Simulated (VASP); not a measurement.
# Os (R-3m) in VASP: a series of runs

The runs below take Os through single point, with PBE.

Program: VASP 6.6.1. These are calculated values, not measurements. Logs are shortened: lines on timing, memory, paths and dates and some standing lists are left out, and cuts for length are marked.

## (1) The cell of the first run

The structure is trigonal, space group R-3m (No. 166). Conventional cell: a = 2.725 Å, b = 2.725 Å, c = 14.186 Å, α = 90.00°, β = 90.00°, γ = 120.00°. Os (site symmetry 3m) has 10 Os at 2.61 to 2.72 Å within 3.4 Å.

## (2) Single point, PBE

The input, INCAR:

```
SYSTEM = Os
PREC     = Accurate       ! precision mode
ENCUT    = 520            ! plane-wave cutoff, eV
EDIFF    = 1E-7           ! SCF threshold, eV
ISMEAR   = 0              ! smearing method
SIGMA    = 0.1            ! smearing width, eV
LREAL    = .False.        ! projectors in reciprocal space
LASPH    = .True.         ! aspherical terms in the spheres
NELM     = 100            ! most SCF steps
ALGO     = Fast           ! electronic algorithm
ISIF     = 2              ! what is computed and relaxed
LWAVE    = .False.        ! write WAVECAR
LCHARG   = .False.        ! write CHGCAR
GGA      = PE             ! functional
NBANDS   = 15             ! bands
```

The input, KPOINTS:

```
Automatic mesh
0
Gamma
  24 24 24
  0 0 0
```

The input, POSCAR:

```
Os
1.0
    1.3623500626      0.7865531754      4.7286072512
   -1.3623500626      0.7865531754      4.7286072512
    0.0000000000     -1.5731063508      4.7286072512
Os
2
Direct
    0.0920011953      0.0920011953      0.0920011953
    0.9079988047      0.9079988047      0.9079988047
```

Potentials or basis: VASP PAW PBE potentials, release 64 (Os).

Run with:

```bash
cat potpaw_PBE.64/Os/POTCAR > POTCAR
mpirun -np 1 vasp_std > vasp.out
```

OUTCAR:

```text
SYSTEM = Os
   PREC = Accurate
   ENCUT = 520
   EDIFF = 1E-7
   ISMEAR = 0
   LREAL = .False.
   LASPH = .True.
   NELM = 100
   ISIF = 2
   GGA = PE

 ion  position               nearest neighbor table
   1  0.092  0.092  0.092-   2 2.61   2 2.64   2 2.64   2 2.64
   2  0.908  0.908  0.908-   1 2.61   1 2.64   1 2.64   1 2.64

  LATTYP: Found a trigonal (rhomboedric) cell.
 ALAT       =     4.9834114948
 COS(alpha) =     0.8505300365

  Lattice vectors:

 A1 = (   1.3623500626,   0.7865531754,   4.7286072512)
 A2 = (  -1.3623500626,   0.7865531754,   4.7286072512)
 A3 = (   0.0000000000,  -1.5731063508,   4.7286072512)

Analysis of symmetry for initial positions (statically):
=====================================================================
 Subroutine PRICEL returns:
 Original cell was already a primitive cell.

 Routine SETGRP: Setting up the symmetry group for a
 trigonal (rhombohedral) supercell.

 Subroutine GETGRP returns: Found 12 space group operations
 (whereof 12 operations were pure point group operations)
 out of a pool of 12 trial point group operations.

The static configuration has the point symmetry D_3d.

Analysis of symmetry for dynamics (positions and initial velocities):
=====================================================================
 Subroutine PRICEL returns:
 Original cell was already a primitive cell.

 Routine SETGRP: Setting up the symmetry group for a
 trigonal (rhombohedral) supercell.

 Subroutine GETGRP returns: Found 12 space group operations
 (whereof 12 operations were pure point group operations)
 out of a pool of 12 trial point group operations.

The dynamic configuration has the point symmetry D_3d.

 Subroutine INISYM returns: Found 12 space group operations
 (whereof 12 operations are pure point group operations),
 and found     1 'primitive' translations

----------------------------------------------------------------------------------------

                                     Primitive cell

  volume of cell :      30.4019

  direct lattice vectors                    reciprocal lattice vectors
     1.362350063  0.786553175  4.728607251     0.367012865  0.211894977  0.070492920
    -1.362350063  0.786553175  4.728607251    -0.367012865  0.211894977  0.070492920
     0.000000000 -1.573106351  4.728607251     0.000000000 -0.423789953  0.070492920

  length of vectors
     4.983411495  4.983411495  4.983411495     0.429612821  0.429612821  0.429612821

  position of ions in fractional coordinates (direct lattice)
     0.092001195  0.092001195  0.092001195
     0.907998805  0.907998805  0.907998805
[... 84 lines left out ...]
   ISYM   =      2    0-nonsym 1-usesym 2-fastsym
   POTIM  = 0.5000    time-step for ionic-motion
   TEBEG  =    0.0;   TEEND  =   0.0 temperature during run
   PSTRESS=    0.0 pullay stress
   NELECT =      16.0000    total number of electrons
   NUPDOWN=      -1.0000    fix difference up-down
   EMIN   =  10.00;   EMAX   =-10.00  energy-range for DOS
   EFERMI =   0.00;   METHOD = LEGACY
   ISMEAR =     0;   SIGMA  =   0.10  broadening in eV -4-tet -1-fermi 0-gaus
   EFERMI_NEDOS =   21; number of points for ismear=-14 and -15
   IALGO  =     68    algorithm
   IMIX   =      4    mixing-type and parameters
     AMIX     =   0.40;   BMIX     =  1.00
     AMIX_MAG =   1.60;   BMIX_MAG =  1.00
  volume/ion in A,a.u.               =      15.20       102.58
  Fermi-wavevector in a.u.,A,eV,Ry     =   1.321745  2.497736 23.769517  1.747010
  Thomas-Fermi vector in A             =   2.451477
   LORBIT       =      0    0 simple, 1 ext, 2 COOP (PROOUT), +10 PAW based schemes
   GGA     = PE    functional components
   LHFCALC =     F    Hartree Fock is set to
   AEXX    =    0.0000 exact exchange contribution
   IVDW    =     0    specifies the selected vdW correction
   LEPSILON=     F    determine dielectric tensor
   LRPA    =     F    only Hartree local field effects (RPA)
 non-spin polarized calculation
 RMM-DIIS sequential band-by-band and
 Gauss-broadening in eV      SIGMA  =   0.10
  energy-cutoff  :      520.00
  volume of cell :       30.40
 maximum number of plane-waves:       831
 NGX is ok and might be reduce to    40

 number of electron      16.0000001 magnetization

 Free energy of the ion-electron system (eV)
  ---------------------------------------------------
  ext. energy  EPLUGINS =         0.00000000
  ---------------------------------------------------
  free energy    TOTEN  =       -21.35340339 eV

  energy without entropy =      -21.34281613  energy(sigma->0) =      -21.34810976

 E-fermi :   8.1323     XC(G=0): -13.5016

 val. band max:        8.1320442167   @ k =   0.2917   0.2083   0.0417
 cond. band min:       8.1330562761   @ k =  -0.1667  -0.2083   0.0833
 fundamental gap:      0.0010120593
 Fermi energy:         8.1322540082

 k-point     1 :       0.0000    0.0000    0.0000
  band No.  band energies     occupation
      1      -1.9613      2.00000
      2       1.1787      2.00000
      3       4.0230      2.00000
      4       5.5659      2.00000
      5       5.5659      2.00000
      6       5.6622      2.00000
      7       5.6622      2.00000
      8       7.7253      2.00000
      9       8.6782      0.00000
     10       8.6782      0.00000
     11       9.1089      0.00000
     12       9.1089      0.00000
     13      14.9422      0.00000
     14      23.1950      0.00000
[... 401 lines left out ...]
      2       1.5231      2.00000
      3       2.3684      2.00000
      4       4.5586      2.00000
      5       6.6216      2.00000
      6       6.7371      2.00000
      7       7.7439      2.00000
      8       8.4243      0.00004
      9      10.1250      0.00000
     10      10.4847      0.00000
     11      11.3318      0.00000
     12      13.1975      0.00000
     13      15.9084      0.00000
     14      18.8199      0.00000
     15      21.6424      0.00000

 [... further k-points ...]
[... 5 lines left out ...]
  --------------------------------------------------------------------------------------
  -------------------------------------------------------------------------------------
  Total       -0.0018533     -0.0018533     -0.0795063      0.0000000     -0.0000000      0.0000000
  in kB       -0.0976679     -0.0976679     -4.1899712      0.0000000     -0.0000000      0.0000000
  external PRESSURE =      -1.4617690 kB  Pullay stress =       0.0000000 kB

 VOLUME and BASIS-vectors are now :
 -----------------------------------------------------------------------------
  energy-cutoff  :      520.00
  volume of cell :       30.40
      direct lattice vectors                 reciprocal lattice vectors
     1.362350063  0.786553175  4.728607251     0.367012865  0.211894977  0.070492920
    -1.362350063  0.786553175  4.728607251    -0.367012865  0.211894977  0.070492920
     0.000000000 -1.573106351  4.728607251     0.000000000 -0.423789953  0.070492920

 POSITION                                       TOTAL-FORCE (eV/Angst)
 -----------------------------------------------------------------------------------
      0.00000      0.00000      1.30511         0.000000      0.000000     -0.028726
      0.00000      0.00000     12.88071         0.000000     -0.000000      0.028726
 -----------------------------------------------------------------------------------
    total drift:                               -0.000000     -0.000000      0.000000

  FREE ENERGIE OF THE ION-ELECTRON SYSTEM (eV)
  ---------------------------------------------------
  free  energy   TOTEN  =       -21.3534033896 eV

  energy  without entropy=      -21.3428161292  energy(sigma->0) =      -21.34810976
```

OSZICAR:

```text
N       E                     dE             d eps       ncg     rms          rms(c)
DAV:   1     0.950225904563E+02    0.95023E+02   -0.73083E+03 39390   0.101E+03
DAV:   2    -0.179793058773E+02   -0.11300E+03   -0.99534E+02 40034   0.315E+02
DAV:   3    -0.226006375161E+02   -0.46213E+01   -0.44255E+01 54601   0.552E+01
DAV:   4    -0.226373750651E+02   -0.36738E-01   -0.36706E-01 41784   0.516E+00
DAV:   5    -0.226375781361E+02   -0.20307E-03   -0.20306E-03 54335   0.368E-01    0.204E+01
RMM:   6    -0.216169924737E+02    0.10206E+01   -0.81761E-01 39485   0.667E+00    0.827E+00
RMM:   7    -0.213570229232E+02    0.25997E+00   -0.92820E-01 40382   0.573E+00    0.762E-01
RMM:   8    -0.213563481071E+02    0.67482E-03   -0.53427E-02 42853   0.272E+00    0.142E+00
RMM:   9    -0.213570925017E+02   -0.74439E-03   -0.13170E-02 44055   0.747E-01    0.313E-01
RMM:  10    -0.213535799193E+02    0.35126E-02   -0.11354E-02 40764   0.113E+00    0.218E-01
RMM:  11    -0.213534137574E+02    0.16616E-03   -0.47884E-04 43720   0.270E-01    0.355E-01
RMM:  12    -0.213534063987E+02    0.73588E-05   -0.48526E-05 45187   0.476E-02    0.194E-01
RMM:  13    -0.213534033962E+02    0.30025E-05   -0.80659E-06 44813   0.238E-02    0.755E-02
RMM:  14    -0.213534048325E+02   -0.14363E-05   -0.10673E-05 43632   0.192E-02    0.171E-02
RMM:  15    -0.213534037762E+02    0.10563E-05   -0.12866E-06 44049   0.126E-02    0.271E-02
RMM:  16    -0.213534034016E+02    0.37456E-06   -0.13470E-06 43401   0.724E-03    0.822E-03
RMM:  17    -0.213534033896E+02    0.12036E-07   -0.10266E-07 26580   0.419E-03
   1 F= -.21353403E+02 E0= -.21348110E+02  d E =-.105873E-01
```

Run time: 20 min. Hardware: 1 thread of AMD EPYC 9R45 (Zen 5), shared host; peak memory 0.65 GiB.

Results:

| Quantity | Value |
| --- | --- |
| Free energy | -21.3534 eV |
| Pressure | -0.1 GPa |
| Largest force | 0.029 eV/Å |
| Band gap on the k mesh | zero (bands 8 and 9 overlap by 2.98 eV) |

Forces in eV/Å, atoms in the order of the input:
```
Os   0.000  0.000 -0.029
Os   0.000  0.000  0.029
```

Stress tensor (GPa, compression positive):
```
-0.01  0.00  0.00
 0.00 -0.01  0.00
 0.00  0.00 -0.42
```

Caveat: spin-orbit coupling is left out, which moves the levels of the heavy elements.

## (3) Single point, PBE

This run uses another cell than the first one: it holds 12 atoms, not 2.

The input, INCAR:

```
SYSTEM = Os
PREC = Accurate
ENCUT = 500
EDIFF = 1E-6
ISMEAR = 0
SIGMA = 0.1
LREAL = .FALSE.
LASPH = .TRUE.
NELM = 120
ALGO = Normal
ISIF = 2
LWAVE = .FALSE.
LCHARG = .FALSE.
GGA = PE
NBANDS = 108
GGA_COMPAT = .FALSE.
```

The input, KPOINTS:

```
Automatic mesh
0
G
  3 3 3
  0 0 0
```

The input, POSCAR:

```
Os
1.0
    3.4156649103      1.9720350555      5.9057382189
   -3.4156649103      1.9720350555      5.9057382189
    0.0000000000     -3.9440701108      5.9057382189
Os
12
Direct
    0.0161459031      0.6434817212      0.0161459031
    0.0161459031      0.0161459031      0.6434817212
    0.6434817212      0.0161459031      0.0161459031
    0.9838540969      0.3565182788      0.9838540969
    0.3565182788      0.9838540969      0.9838540969
    0.9838540969      0.9838540969      0.3565182788
    0.2333516669      0.6085564185      0.2333516669
    0.2333516669      0.2333516669      0.6085564185
    0.6085564185      0.2333516669      0.2333516669
    0.7666483331      0.3914435815      0.7666483331
    0.3914435815      0.7666483331      0.7666483331
    0.7666483331      0.7666483331      0.3914435815
```

Potentials or basis: VASP PAW PBE potentials, release 64 (Os_sv_GW).

Run with:

```bash
cat potpaw_PBE.64/Os_sv_GW/POTCAR > POTCAR
mpirun -np 1 vasp_std > vasp.out
```

Run time: 4.5 min. Hardware: 1 thread of Intel Xeon Platinum 8488C (Sapphire Rapids), shared host; peak memory 0.43 GiB.

Results (log left out):

| Property | Result |
| --- | --- |
| Free energy | -135.1458 eV |
| Pressure | -1.7 GPa |
| Largest force | 0.046 eV/Å |
| Band gap on the k mesh | zero (bands 96 and 97 overlap by 0.27 eV) |

Forces in eV/Å, atoms in the order of the input:
```
Os  -0.013  0.007  0.044
Os   0.000 -0.015  0.044
Os   0.013  0.007  0.044
Os   0.013 -0.007 -0.044
Os  -0.013 -0.007 -0.044
Os   0.000  0.015 -0.044
Os   0.010 -0.006 -0.003
Os   0.000  0.011 -0.003
Os  -0.010 -0.006 -0.003
Os  -0.010  0.006  0.003
Os   0.010  0.006  0.003
Os   0.000 -0.011  0.003
```

Stress tensor (GPa, compression positive):
```
-1.83  0.00  0.00
 0.00 -1.83  0.00
 0.00  0.00 -1.58
```

Levels at points of the mesh, in eV from the Fermi level:
```csv
k point,band 93,band 94,band 95,band 96,band 97,band 98
"(0.00, 0.00, 0.00)",-0.44,-0.44,-0.04,0.09,0.09,0.54
```

Caveat: the k points lie up to 0.37 Å⁻¹ apart; spin-orbit coupling is left out, which moves the levels of the heavy elements.
